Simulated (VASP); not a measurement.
# Cd3Hg2S5 (I-4m2) in VASP: a series of runs, part 2 of 2

VASP 6.6.1.

### 3 Single point, PBE

This run uses another cell than the first one, of 26.43 Å³/atom.

Contents of INCAR:

```
ALGO = Normal
EDIFF = 1E-6
ENCUT = 500
GGA = PE
GGA_COMPAT = F
ISIF = 2
ISMEAR = 0
LASPH = T
LCHARG = F
LREAL = F
LWAVE = F
NBANDS = 56
NELM = 120
PREC = Accurate
SIGMA = 0.1
```

Contents of KPOINTS:

```
k-points
0
Gamma
  6 6 6
```

Contents of POSCAR:

```
Cd3Hg2S5
1.0
   -2.1075696004      2.1075696004     14.8780917154
    2.1075696004     -2.1075696004     14.8780917154
    2.1075696004      2.1075696004    -14.8780917154
Cd Hg S
3 2 5
Direct
    0.9012896157      0.9012896157      0.0000000000
    0.5000000000      0.5000000000      0.0000000000
    0.0987103843      0.0987103843      0.0000000000
    0.6989882232      0.6989882232      0.0000000000
    0.3010117768      0.3010117768      0.0000000000
    0.3519731169      0.8519731169      0.5000000000
    0.9506311836      0.4506311836      0.5000000000
    0.5493688164      0.0493688164      0.5000000000
    0.1480268831      0.6480268831      0.5000000000
    0.7500000000      0.2500000000      0.5000000000
```

Potentials or basis: VASP PAW PBE potentials, release 64 (Cd, Hg, S).

On the command line:

```sh
$ cat potpaw_PBE.64/Cd/POTCAR potpaw_PBE.64/Hg/POTCAR potpaw_PBE.64/S/POTCAR > POTCAR
$ mpirun -np 1 vasp_std > vasp.out
```

OUTCAR:

```text
EDIFF = 1E-6
   ENCUT = 500
   GGA = PE
   ISIF = 2
   ISMEAR = 0
   LASPH = T
   LREAL = F
   NELM = 120
   PREC = Accurate

 ion  position               nearest neighbor table
   1  0.901  0.901  0.000-   6 2.57   6 2.57   7 2.57   7 2.57
   2  0.500  0.500  0.000-   8 2.57   7 2.57   8 2.57   7 2.57
   3  0.099  0.099  0.000-   9 2.57   9 2.57   8 2.57   8 2.57
   4  0.699  0.699  0.000-   9 2.60   9 2.60  10 2.60  10 2.60
   5  0.301  0.301  0.000-   6 2.60   6 2.60  10 2.60  10 2.60
   6  0.352  0.852  0.500-   1 2.57   1 2.57   5 2.60   5 2.60
   7  0.951  0.451  0.500-   1 2.57   1 2.57   2 2.57   2 2.57
   8  0.549  0.049  0.500-   3 2.57   3 2.57   2 2.57   2 2.57
   9  0.148  0.648  0.500-   3 2.57   3 2.57   4 2.60   4 2.60
  10  0.750  0.250  0.500-   5 2.60   4 2.60   5 2.60   4 2.60

  LATTYP: Found a body centered tetragonal cell.
 ALAT       =     4.2151392008
 C/A-ratio  =     7.0593596115

  Lattice vectors:

 A1 = (  -2.1075696004,   2.1075696004,  14.8780917154)
[... 203 lines left out ...]
      1     -11.2696      2.00000
      2     -11.0432      2.00000
      3     -11.0405      2.00000
      4     -10.7617      2.00000
      5     -10.7244      2.00000
      6      -6.6092      2.00000
[... 1405 lines left out ...]
     55       7.1037      0.00000
     56       7.7027      0.00000

 [... further k-points ...]

------------------------ aborting loop because EDIFF is reached ----------------------------------------

  FORCE on cell =-STRESS in cart. coord.  units (eV):
  Direction    XX          YY          ZZ          XY          YZ          ZX
  --------------------------------------------------------------------------------------
  -------------------------------------------------------------------------------------
  Total        0.2098986      0.2098986      0.1747490      0.0000000      0.0000000      0.0000000
  in kB        1.2721817      1.2721817      1.0591418      0.0000000      0.0000000      0.0000000
  external PRESSURE =       1.2011684 kB  Pullay stress =       0.0000000 kB

 VOLUME and BASIS-vectors are now :
 -----------------------------------------------------------------------------
  energy-cutoff  :      500.00
  volume of cell :      264.34
      direct lattice vectors                 reciprocal lattice vectors
    -2.107569600  2.107569600 14.878091715     0.000000000  0.237240089  0.033606460
     2.107569600 -2.107569600 14.878091715     0.237240089  0.000000000  0.033606460
     2.107569600  2.107569600-14.878091715     0.237240089  0.237240089  0.000000000

 POSITION                                       TOTAL-FORCE (eV/Angst)
 -----------------------------------------------------------------------------------
      0.00000      0.00000     26.81894         0.000000      0.000000     -0.016483
      0.00000      0.00000     14.87809         0.000000     -0.000000      0.000000
      0.00000      0.00000      2.93724        -0.000000     -0.000000      0.016483
      0.00000      0.00000     20.79922         0.000000      0.000000      0.014566
      0.00000      0.00000      8.95696         0.000000      0.000000     -0.014566
      2.10757      0.00000     10.47338         0.000000     -0.000000     -0.023598
      0.00000      2.10757     13.40906        -0.000000      0.000000      0.003884
      0.00000      2.10757      1.46903        -0.000000      0.000000     -0.003884
      2.10757     -0.00000      4.40472         0.000000     -0.000000      0.023598
     -0.00000      2.10757      7.43905         0.000000     -0.000000      0.000000
 -----------------------------------------------------------------------------------
    total drift:                               -0.000000      0.000000     -0.000000

  FREE ENERGIE OF THE ION-ELECTRON SYSTEM (eV)
  ---------------------------------------------------
  free  energy   TOTEN  =       -27.5288071913 eV

  energy  without entropy=      -27.5287107916  energy(sigma->0) =      -27.52875899
```

OSZICAR:

```text
N       E                     dE             d eps       ncg     rms          rms(c)
DAV:   1     0.650145154748E+03    0.65015E+03   -0.42072E+04  3368   0.142E+03
DAV:   2     0.156946170727E+02   -0.63445E+03   -0.61411E+03  3704   0.356E+02
DAV:   3    -0.293287897955E+02   -0.45023E+02   -0.44646E+02  3952   0.908E+01
DAV:   4    -0.300861516354E+02   -0.75736E+00   -0.75602E+00  3848   0.113E+01
DAV:   5    -0.301006821574E+02   -0.14531E-01   -0.14529E-01  4016   0.157E+00    0.178E+01
DAV:   6    -0.275244831573E+02    0.25762E+01   -0.56209E+00  4384   0.175E+01    0.140E+01
DAV:   7    -0.275874166876E+02   -0.62934E-01   -0.29190E+00  3792   0.627E+00    0.498E+00
DAV:   8    -0.275289224796E+02    0.58494E-01   -0.50325E-01  4024   0.454E+00    0.131E+00
DAV:   9    -0.275284070746E+02    0.51541E-03   -0.57803E-02  3920   0.194E+00    0.421E-01
DAV:  10    -0.275284336105E+02   -0.26536E-04   -0.27506E-03  3816   0.338E-01    0.156E-01
DAV:  11    -0.275285717631E+02   -0.13815E-03   -0.61402E-04  3904   0.114E-01    0.106E-01
DAV:  12    -0.275287647611E+02   -0.19300E-03   -0.23621E-04  3720   0.553E-02    0.530E-02
DAV:  13    -0.275288025826E+02   -0.37821E-04   -0.11187E-04  3760   0.604E-02    0.919E-03
DAV:  14    -0.275288064870E+02   -0.39044E-05   -0.18379E-05  3880   0.164E-02    0.793E-03
DAV:  15    -0.275288071913E+02   -0.70427E-06   -0.22629E-06  2912   0.758E-03
   1 F= -.27528807E+02 E0= -.27528759E+02  d E =-.963997E-04
```

Run time: 75 min. Hardware: 1 thread of Intel Xeon Platinum 8259CL at 2.50GHz (Skylake/Cascade Lake), shared host; peak memory 2.2 GiB.

What came out:

```
Free energy            : -27.5288 eV
Pressure               : 0.1 GPa
Largest force          : 0.024 eV/Å
Band gap on the k mesh : 0.31 eV
```

Forces on the atoms (eV/Å):
```
Cd   0.000  0.000 -0.016
Cd   0.000  0.000  0.000
Cd   0.000  0.000  0.016
Hg   0.000  0.000  0.015
Hg   0.000  0.000 -0.015
S    0.000  0.000 -0.024
S    0.000  0.000  0.004
S    0.000  0.000 -0.004
S    0.000  0.000  0.024
S    0.000  0.000  0.000
```

Caveat: spin-orbit coupling is left out, which moves the levels of the heavy elements. A k mesh can miss the band edges.
